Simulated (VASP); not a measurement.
# Sn3Se (Pm-3m) in VASP: notebook

Aim: see how the results for Sn3Se move with the level of theory and the settings. Levels: PBEsol+D3(BJ), PBEsol+D4. Tasks: single point.

Program: VASP 6.6.1. These are calculated values, not measurements. Logs are shortened: lines on timing, memory, paths and dates and some standing lists are left out, and cuts for length are marked.

**1. The cell of the first run**

It takes space group Pm-3m (No. 221, cubic). Conventional cell: a = 4.584 Å, b = 4.584 Å, c = 4.584 Å, α = 90.00°, β = 90.00°, γ = 90.00°. Within 4.3 Å of Sn (site symmetry 4/mmm) lie 8 Sn at 3.24 Å and 4 Se at 3.24 Å. Se (site symmetry m-3m) has 12 Sn at 3.24 Å within 4.3 Å.

**2. Single point, PBEsol+D3(BJ)**

INCAR reads:

```
PREC = Accurate
ENCUT = 520
EDIFF = 1E-6
ISMEAR = -1
SIGMA = 0.05
LREAL = F
LASPH = T
NELM = 60
ALGO = Normal
ISIF = 2
LWAVE = F
LCHARG = F
GGA = PS
IVDW = 12
NBANDS = 32
```

KPOINTS reads:

```
Automatic mesh
0
Gamma
  6 6 6
```

POSCAR reads:

```
Sn3Se
1.0
    4.5837365545      0.0000000000      0.0000000000
    0.0000000000      4.5837365545      0.0000000000
    0.0000000000      0.0000000000      4.5837365545
Sn Se
3 1
Direct
    0.5000000000      0.5000000000      0.0000000000
    0.5000000000      0.0000000000      0.5000000000
    0.0000000000      0.5000000000      0.5000000000
    0.0000000000      0.0000000000      0.0000000000
```

Potentials or basis: VASP PAW PBE potentials, release 64 (Sn_d, Se).

Started as:

```sh
cat potpaw_PBE.64/Sn_d/POTCAR potpaw_PBE.64/Se/POTCAR > POTCAR
mpirun -np 1 vasp_std > vasp.out
```

OUTCAR:

```text
PREC = Accurate
   ENCUT = 520
   EDIFF = 1E-6
   ISMEAR = -1
   LREAL = F
   LASPH = T
   NELM = 60
   ISIF = 2
   GGA = PS
   IVDW = 12
 IVDW          = 12

 ion  position               nearest neighbor table
   1  0.500  0.500  0.000-   2 3.24   3 3.24   4 3.24   2 3.24   3 3.24   2 3.24   4 3.24   2 3.24
                             3 3.24   4 3.24   3 3.24   4 3.24
   2  0.500  0.000  0.500-   1 3.24   3 3.24   4 3.24   1 3.24   4 3.24   1 3.24   3 3.24   1 3.24
                             3 3.24   4 3.24   4 3.24   3 3.24
   3  0.000  0.500  0.500-   1 3.24   2 3.24   4 3.24   1 3.24   4 3.24   2 3.24   4 3.24   4 3.24
                             1 3.24   2 3.24   1 3.24   2 3.24
   4  0.000  0.000  0.000-   1 3.24   2 3.24   3 3.24   2 3.24   3 3.24   1 3.24   3 3.24   3 3.24
                             1 3.24   2 3.24   2 3.24   1 3.24

  LATTYP: Found a simple cubic cell.
 ALAT       =     4.5837365545

  Lattice vectors:

 A1 = (   4.5837365545,   0.0000000000,   0.0000000000)
 A2 = (   0.0000000000,   4.5837365545,   0.0000000000)
 A3 = (   0.0000000000,   0.0000000000,   4.5837365545)

Analysis of symmetry for initial positions (statically):
=====================================================================
 Subroutine PRICEL returns:
 Original cell was already a primitive cell.

 Routine SETGRP: Setting up the symmetry group for a
 simple cubic supercell.

 Subroutine GETGRP returns: Found 48 space group operations
 (whereof 48 operations were pure point group operations)
 out of a pool of 48 trial point group operations.

The static configuration has the point symmetry O_h .

Analysis of symmetry for dynamics (positions and initial velocities):
=====================================================================
 Subroutine PRICEL returns:
 Original cell was already a primitive cell.

 Routine SETGRP: Setting up the symmetry group for a
 simple cubic supercell.

 Subroutine GETGRP returns: Found 48 space group operations
 (whereof 48 operations were pure point group operations)
 out of a pool of 48 trial point group operations.

The dynamic configuration has the point symmetry O_h .

 Subroutine INISYM returns: Found 48 space group operations
 (whereof 48 operations are pure point group operations),
 and found     1 'primitive' translations

----------------------------------------------------------------------------------------

[... 89 lines left out ...]
   ENCUT  =  520.0 eV  38.22 Ry    6.18 a.u.   8.52  8.52  8.52*2*pi/ulx,y,z
   NELM   =     60;   NELMIN=  2; NELMDL= -5     # of ELM steps
   EDIFF  = 0.1E-05   stopping-criterion for ELM
   LREAL  =      F    real-space projection
   EDIFFG = 0.1E-04   stopping-criterion for IOM
   NSW    =      0    number of steps for IOM
   IBRION =     -1    ionic relax: 0-MD 1-quasi-New 2-CG
   NFREE  =      0    steps in history (QN), initial steepest desc. (CG)
   ISIF   =      2    stress and relaxation
   ISYM   =      2    0-nonsym 1-usesym 2-fastsym
   POTIM  = 0.5000    time-step for ionic-motion
   TEBEG  =    0.0;   TEEND  =   0.0 temperature during run
   PSTRESS=    0.0 pullay stress
   NELECT =      48.0000    total number of electrons
   NUPDOWN=      -1.0000    fix difference up-down
   EMIN   =  10.00;   EMAX   =-10.00  energy-range for DOS
   EFERMI =   0.00;   METHOD = LEGACY
   ISMEAR =    -1;   SIGMA  =   0.05  broadening in eV -4-tet -1-fermi 0-gaus
   EFERMI_NEDOS =   21; number of points for ismear=-14 and -15
   IALGO  =     38    algorithm
   IMIX   =      4    mixing-type and parameters
     AMIX     =   0.40;   BMIX     =  1.00
     AMIX_MAG =   1.60;   BMIX_MAG =  1.00
  volume/ion in A,a.u.               =      24.08       162.48
  Fermi-wavevector in a.u.,A,eV,Ry     =   1.297983  2.452832 22.922542  1.684759
  Thomas-Fermi vector in A             =   2.429340
   LORBIT       =      0    0 simple, 1 ext, 2 COOP (PROOUT), +10 PAW based schemes
   GGA     = PS    functional components
   LHFCALC =     F    Hartree Fock is set to
   AEXX    =    0.0000 exact exchange contribution
   IVDW    =    12    specifies the selected vdW correction
   LEPSILON=     F    determine dielectric tensor
   LRPA    =     F    only Hartree local field effects (RPA)
 non-spin polarized calculation
  energy-cutoff  :      520.00
  volume of cell :       96.31
 maximum number of plane-waves:      2624
 NGX is ok and might be reduce to    36
   NGX = 17   NGY = 17   NGZ = 17

 number of electron      48.0000038 magnetization

 Free energy of the ion-electron system (eV)
  ---------------------------------------------------
  ext. energy  EPLUGINS =         0.00000000
  ---------------------------------------------------
  free energy    TOTEN  =       -16.53900724 eV

  energy without entropy =      -16.51713171  energy(sigma->0) =      -16.52806948

 E-fermi :   8.2839     XC(G=0): -10.7944

 val. band max:        8.2603913180   @ k =   0.0000   0.0000   0.0000
 cond. band min:       8.2919739032   @ k =   0.5000   0.3333   0.0000
 fundamental gap:      0.0315825852
 Fermi energy:         8.2838650115

 k-point     1 :       0.0000    0.0000    0.0000
  band No.  band energies     occupation
      1     -13.4345      2.00000
      2     -13.4345      2.00000
      3     -13.4345      2.00000
      4     -13.3818      2.00000
      5     -13.3788      2.00000
      6     -13.3788      2.00000
[... 689 lines left out ...]
     31      15.1078      0.00000
     32      15.8042      0.00000

------------------------ aborting loop because EDIFF is reached ----------------------------------------

 Edisp (eV)   -1.63066

 E8    (eV) :    -1.1251

  FORCE on cell =-STRESS in cart. coord.  units (eV):
  Direction    XX          YY          ZZ          XY          YZ          ZX
  --------------------------------------------------------------------------------------
  -------------------------------------------------------------------------------------
  Total      -0.02819    -0.02819    -0.02819    -0.00000    -0.00000    -0.00000
  in kB      -0.46903    -0.46903    -0.46903    -0.00000    -0.00000    -0.00000
  external pressure =       -0.47 kB  Pullay stress =        0.00 kB

 VOLUME and BASIS-vectors are now :
 -----------------------------------------------------------------------------
  energy-cutoff  :      520.00
  volume of cell :       96.31
      direct lattice vectors                 reciprocal lattice vectors
     4.583736554  0.000000000  0.000000000     0.218162625  0.000000000  0.000000000
     0.000000000  4.583736554  0.000000000     0.000000000  0.218162625  0.000000000
     0.000000000  0.000000000  4.583736554     0.000000000  0.000000000  0.218162625

 POSITION                                       TOTAL-FORCE (eV/Angst)
 -----------------------------------------------------------------------------------
      2.29187      2.29187      0.00000         0.000000      0.000000      0.000000
      2.29187      0.00000      2.29187         0.000000      0.000000      0.000000
      0.00000      2.29187      2.29187         0.000000      0.000000      0.000000
      0.00000      0.00000      0.00000         0.000000      0.000000      0.000000
 -----------------------------------------------------------------------------------
    total drift:                                0.000000      0.000000      0.000000

  FREE ENERGIE OF THE ION-ELECTRON SYSTEM (eV)
  ---------------------------------------------------
  free  energy   TOTEN  =       -18.1696717670 eV

  energy  without entropy=      -18.1477962356  energy(sigma->0) =      -18.15873400
```

stdout:

```text
POSCAR found type information on POSCAR SnSe
 POSCAR found :  2 types and       4 ions
 scaLAPACK will be used
 -----------------------------------------------------------------------------
|                                                                             |
|                                                                             |
|     You enforced a specific xc type in the INCAR file but a different       |
|     I HOPE YOU KNOW WHAT YOU ARE DOING!                                     |
|                                                                             |
 -----------------------------------------------------------------------------

 LDA part: xc-table for (Slater+PW92), standard interpolation
 POSCAR, INCAR and KPOINTS ok, starting setup
 FFT: planning ... GRIDC
 FFT: planning ... GRID_SOFT
 FFT: planning ... GRID
 WAVECAR not read
 entering main loop
```

It took 18 s on 1 thread of Intel Xeon 6975P-C (Granite Rapids), shared host; peak memory 0.23 GiB.

What came out:

| Item | Value |
| --- | --- |
| Free energy | -18.1697 eV |
| Pressure | 0.0 GPa |
| Band gap on the k mesh | zero (band 24 reaches 10.60 eV, above the bottom of band 25 at 7.93 eV) |
| Dispersion energy per atom | -0.408 eV |

Caveat: the PAW data sets were made with another functional, which shifts forces and pressure a little; spin-orbit coupling is left out, which moves the levels of the heavy elements; pairwise dispersion overbinds metals, which lowers pressure and volume.

**3. Single point, PBEsol+D3(BJ)**

This run uses another cell than the first one, of 24.20 Å³/atom, 1.005 times its volume.

INCAR reads:

```
PREC = Accurate ; ENCUT = 520
EDIFF = 1E-6 ; ISMEAR = -1
SIGMA = 0.05 ; LREAL = F
LASPH = T ; NELM = 80
ALGO = Normal ; ISIF = 2
LWAVE = F ; LCHARG = F
GGA = PS ; IVDW = 12
NBANDS = 32
```

KPOINTS reads:

```
regular mesh
0
Gamma
  6 6 6
```

POSCAR reads:

```
Sn3Se
1.0
    4.5916153348      0.0000000000      0.0000000000
    0.0000000000      4.5916153348      0.0000000000
    0.0000000000      0.0000000000      4.5916153348
Sn Se
3 1
Direct
    0.5000000000      0.5000000000      0.0000000000
    0.5000000000      0.0000000000      0.5000000000
    0.0000000000      0.5000000000      0.5000000000
    0.0000000000      0.0000000000      0.0000000000
```

Potentials or basis: VASP PAW PBE potentials, release 64 (Sn_d, Se).

Started as:

```sh
cat potpaw_PBE.64/Sn_d/POTCAR potpaw_PBE.64/Se/POTCAR > POTCAR
mpirun -np 1 vasp_std > vasp.out
```

OUTCAR:

```text
PREC = Accurate
   ENCUT = 520
   EDIFF = 1E-6
   ISMEAR = -1
   LREAL = F
   LASPH = T
   NELM = 80
   ISIF = 2
   GGA = PS
   IVDW = 12
 IVDW          = 12

 ion  position               nearest neighbor table
   1  0.500  0.500  0.000-   2 3.25   3 3.25   4 3.25   2 3.25   3 3.25   2 3.25   4 3.25   2 3.25
                             3 3.25   4 3.25   3 3.25   4 3.25
   2  0.500  0.000  0.500-   1 3.25   3 3.25   4 3.25   1 3.25   4 3.25   1 3.25   3 3.25   1 3.25
                             3 3.25   4 3.25   4 3.25   3 3.25
   3  0.000  0.500  0.500-   1 3.25   2 3.25   4 3.25   1 3.25   4 3.25   2 3.25   4 3.25   4 3.25
[... 901 lines left out ...]
  --------------------------------------------------------------------------------------
  -------------------------------------------------------------------------------------
  Total      -0.20889    -0.20889    -0.20889     0.00000     0.00000     0.00000
  in kB      -3.45723    -3.45723    -3.45723     0.00000     0.00000     0.00000
  external pressure =       -3.46 kB  Pullay stress =        0.00 kB

 VOLUME and BASIS-vectors are now :
 -----------------------------------------------------------------------------
  energy-cutoff  :      520.00
  volume of cell :       96.80
      direct lattice vectors                 reciprocal lattice vectors
     4.591615335  0.000000000  0.000000000     0.217788279  0.000000000  0.000000000
     0.000000000  4.591615335  0.000000000     0.000000000  0.217788279  0.000000000
     0.000000000  0.000000000  4.591615335     0.000000000  0.000000000  0.217788279

 POSITION                                       TOTAL-FORCE (eV/Angst)
 -----------------------------------------------------------------------------------
      2.29581      2.29581      0.00000         0.000000      0.000000      0.000000
      2.29581      0.00000      2.29581         0.000000      0.000000      0.000000
      0.00000      2.29581      2.29581         0.000000      0.000000      0.000000
      0.00000      0.00000      0.00000         0.000000      0.000000      0.000000
 -----------------------------------------------------------------------------------
    total drift:                                0.000000      0.000000      0.000000

  FREE ENERGIE OF THE ION-ELECTRON SYSTEM (eV)
  ---------------------------------------------------
  free  energy   TOTEN  =       -18.1692559742 eV

  energy  without entropy=      -18.1472403767  energy(sigma->0) =      -18.15824818
```

OSZICAR:

```text
N       E                     dE             d eps       ncg     rms          rms(c)
DAV:   1     0.445160753566E+03    0.44516E+03   -0.23762E+04  1336   0.227E+03
DAV:   2     0.429414057150E+02   -0.40222E+03   -0.38967E+03  1280   0.555E+02
DAV:   3    -0.141304288400E+02   -0.57072E+02   -0.55005E+02  1544   0.175E+02
DAV:   4    -0.166060753063E+02   -0.24756E+01   -0.24661E+01  1472   0.394E+01
DAV:   5    -0.166817564612E+02   -0.75681E-01   -0.75674E-01  1752   0.711E+00    0.411E+00
DAV:   6    -0.165702920542E+02    0.11146E+00   -0.14470E-01  1696   0.381E+00    0.240E+00
DAV:   7    -0.165488761966E+02    0.21416E-01   -0.69875E-02  1592   0.201E+00    0.737E-01
DAV:   8    -0.165475317817E+02    0.13444E-02   -0.84554E-03  1560   0.663E-01    0.137E-01
DAV:   9    -0.165473231260E+02    0.20866E-03   -0.76753E-04  1520   0.261E-01    0.293E-02
DAV:  10    -0.165473208923E+02    0.22337E-05   -0.95273E-05  1752   0.854E-02    0.134E-02
DAV:  11    -0.165473197103E+02    0.11820E-05   -0.12173E-05  1544   0.345E-02    0.396E-03
DAV:  12    -0.165473198650E+02   -0.15467E-06   -0.57525E-07   976   0.765E-03
   1 F= -.18169256E+02 E0= -.18158248E+02  d E =-.220156E-01
```

stdout:

```text
POSCAR found type information on POSCAR SnSe
 POSCAR found :  2 types and       4 ions
 scaLAPACK will be used
 -----------------------------------------------------------------------------
|                                                                             |
|                                                                             |
|     You enforced a specific xc type in the INCAR file but a different       |
|     I HOPE YOU KNOW WHAT YOU ARE DOING!                                     |
|                                                                             |
 -----------------------------------------------------------------------------

 LDA part: xc-table for (Slater+PW92), standard interpolation
 POSCAR, INCAR and KPOINTS ok, starting setup
 FFT: planning ... GRIDC
 FFT: planning ... GRID_SOFT
 FFT: planning ... GRID
 WAVECAR not read
 entering main loop
```

Wall time 18 s (1 thread of Intel Xeon 6975P-C (Granite Rapids), shared host); peak memory 0.23 GiB.

Results:

| Quantity | Value |
| --- | --- |
| Free energy | -18.1693 eV |
| Pressure | -0.3 GPa |
| Band gap on the k mesh | zero (band 24 reaches 10.52 eV, above the bottom of band 25 at 7.87 eV) |
| Dispersion energy per atom | -0.405 eV |

Caveat: three body term missing; the PAW data sets were made with another functional, which shifts forces and pressure a little; spin-orbit coupling is left out, which moves the levels of the heavy elements; pairwise dispersion overbinds metals, which lowers pressure and volume.

(Part 1 of 2 ends here.)
